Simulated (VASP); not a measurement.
**Au: single point with PBEsol-based screened hybrid with 25 % exact exchange**

The system is Au.

```
CELL_PARAMETERS angstrom
-1.62099 1.62099 1.62099
1.62099 -1.62099 1.62099
1.62099 1.62099 -1.62099
ATOMIC_POSITIONS crystal
Au 0.00000 0.00000 0.00000
```

This isn't the form of Au at room conditions, which is fcc.

| Quantity | Value |
| --- | --- |
| Program | VASP 6.6.1 |
| Task | single point |
| Functional | PBEsol-based screened hybrid with 25 % exact exchange |
| Potentials or basis | VASP PAW PBE potentials, release 64 (Au) |
| Cutoff | 520 eV |
| k mesh | 6 × 6 × 6 |
| Occupations | fermi-dirac, width 0.05 eV |
| Spin | no spin polarisation |
| Dipole correction | no |
| Grid for exact exchange (PRECFOCK) | Normal |
| Share of exact exchange | 0.25 |
| Further INCAR settings | ALGO = Normal; EDIFF = 1e-06; NBANDS = 12 |
| Screening parameter | 0.207 1/Å |

The pressure is 0.1 GPa. The band gap on the k mesh is zero (an odd number of electrons rules out a gap without spin polarisation).

Levels at points of the mesh, in eV from the Fermi level:
| k point | band 3 | band 4 | band 5 | band 6 | band 7 | band 8 | band 9 | band 10 |
| --- | --- | --- | --- | --- | --- | --- | --- | --- |
| (0.00, 0.00, 0.00) | -6.25 | -6.25 | -4.26 | -4.26 | 17.35 | 17.35 | 17.35 | 25.70 |
| (0.50, 0.00, 0.00) | -4.36 | -3.99 | -2.38 | -0.97 | 3.97 | 13.08 | 14.84 | 22.98 |
| (0.50, 0.50, 0.50) | -2.83 | -2.83 | -2.83 | 6.74 | 6.74 | 6.74 | 10.90 | 16.79 |

It took 7.7 min on 1 thread of Intel(R) Xeon(R) Platinum 8259CL CPU @ 2.50GHz (Skylake/Cascade Lake), with other jobs on the host, peak memory 0.24 GiB.

Caveat: the k points lie up to 0.46 Å⁻¹ apart, too coarse for converged energies and pressures of a metal; the PAW data sets were made with another functional, which shifts forces and pressure a little; spin-orbit coupling is left out, which moves the levels of the heavy elements.
